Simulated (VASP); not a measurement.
Input of a VASP 6.6.1 run:

File INCAR:

```
PREC = Accurate
ENCUT = 520
EDIFF = 1E-7
ISMEAR = 0
SIGMA = 0.1
LREAL = F
LASPH = T
NELM = 100
ALGO = Normal
ISIF = 2
LWAVE = F
LCHARG = T
GGA = PS
LELF = T
LVHAR = T
NBANDS = 58
```

The input KPOINTS:

```
Automatic mesh
0
Gamma
  4 6 4
```

The input POSCAR:

```
GePt
1.0
    5.7190000000      0.0000000000      0.0000000000
    0.0000000000      3.6970000000      0.0000000000
    0.0000000000      0.0000000000      6.0840000000
Ge Pt
4 4
Direct
    0.1850000000      0.2500000000      0.5900000000
    0.3150000000      0.7500000000      0.0900000000
    0.6850000000      0.2500000000      0.9100000000
    0.8150000000      0.7500000000      0.4100000000
    0.9995000000      0.2500000000      0.1908000000
    0.5005000000      0.7500000000      0.6908000000
    0.4995000000      0.2500000000      0.3092000000
    0.0005000000      0.7500000000      0.8092000000
```

Potentials or basis: VASP PAW PBE potentials, release 64 (Ge_d, Pt).

The run is started by

```bash
$ cat potpaw_PBE.64/Ge_d/POTCAR potpaw_PBE.64/Pt/POTCAR > POTCAR
$ mpirun -np 1 vasp_std > vasp.out
```

Task: Estimate the largest force.

Result: 0.097 eV/Å.

Task: Predict the pressure.

Result: 1.2 GPa.

Task: Predict the band gap on the k mesh.

Result: Zero (bands 48 and 49 overlap by 1.14 eV).

Stress tensor (GPa, compression positive):
```
1.35 0.00 0.00
0.00 1.39 0.00
0.00 0.00 0.76
```

Caveat: the PAW data sets were made with another functional, which shifts forces and pressure a little; spin-orbit coupling is left out, which moves the levels of the heavy elements.
